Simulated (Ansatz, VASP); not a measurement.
# RbCaH3 in VASP and in Ansatz

The input INCAR:

```
SYSTEM = RbCaH3
PREC = Accurate
ENCUT = 520
EDIFF = 1E-6
ISMEAR = 0
SIGMA = 0.05
LREAL = .False.
LASPH = .True.
NELM = 60
ALGO = Normal
ISIF = 2
LWAVE = .False.
LCHARG = .False.
GGA = CA
NBANDS = 19
```

KPOINTS

```
regular mesh
0
Gamma
  6 6 6
  0 0 0
```

File POSCAR:

```
RbCaH3
1.0
    4.2788908233      0.0000000000      0.0000000000
    0.0000000000      4.2788908233      0.0000000000
    0.0000000000      0.0000000000      5.1346689880
Rb Ca H
1 1 3
Direct
    0.0000000000      0.0000000000      0.0000000000
    0.5000000000      0.5000000000      0.5000000000
    0.0000000000      0.5000000000      0.5000000000
    0.5000000000      0.0000000000      0.5000000000
    0.5000000000      0.5000000000      0.0000000000
```

Input for Ansatz:

```yaml
crystal:
  lattice:
    - [4.2788908233, 0.0, 0.0]
    - [0.0, 4.2788908233, 0.0]
    - [0.0, 0.0, 5.134668988]
  atoms:
    - { symbol: Rb, position: [0.0, 0.0, 0.0] }
    - { symbol: Ca, position: [0.5, 0.5, 0.5] }
    - { symbol: H, position: [0.0, 0.5, 0.5] }
    - { symbol: H, position: [0.5, 0.0, 0.5] }
    - { symbol: H, position: [0.5, 0.5, 0.0] }
basis:
  ecutwfc: 420
kpoints:
  mp_grid: { grid: [6, 6, 6] }
hamiltonian:
  xc: lda
scf:
  occupations: { method: gaussian, width: 0.05 }
output:
  forces: true
  stress: true
  eigenvalues: true
```

Alike in both runs: task single point; functional LDA; k mesh 6 × 6 × 6; occupations gaussian, width 0.05 eV; no spin polarisation.

|  | VASP | Ansatz |
| --- | --- | --- |
| version | VASP 6.6.1 | Ansatz 0.2.0 |
| potentials or method | VASP PAW LDA potentials, release 64 (Rb_sv, Ca_sv, H), cutoff 520 eV | scalar-relativistic, plane waves, PAW |
| valence electrons in the cell | 22 | 22 |

```tsv
	VASP	Ansatz	Ansatz less VASP
gap on the k mesh at the Fermi level (eV)	2.77	2.78	+0.011
least direct gap on the mesh (eV)	2.79	2.80	+0.013
pressure (GPa)	-1.4	-1.4	-0.02
traceless stress, the component that is largest in VASP (GPa)	-4.05	-3.99	+0.051
```

LDA's correlation is that of Perdew and Zunger in VASP and of Perdew and Wang (1992) in Ansatz.
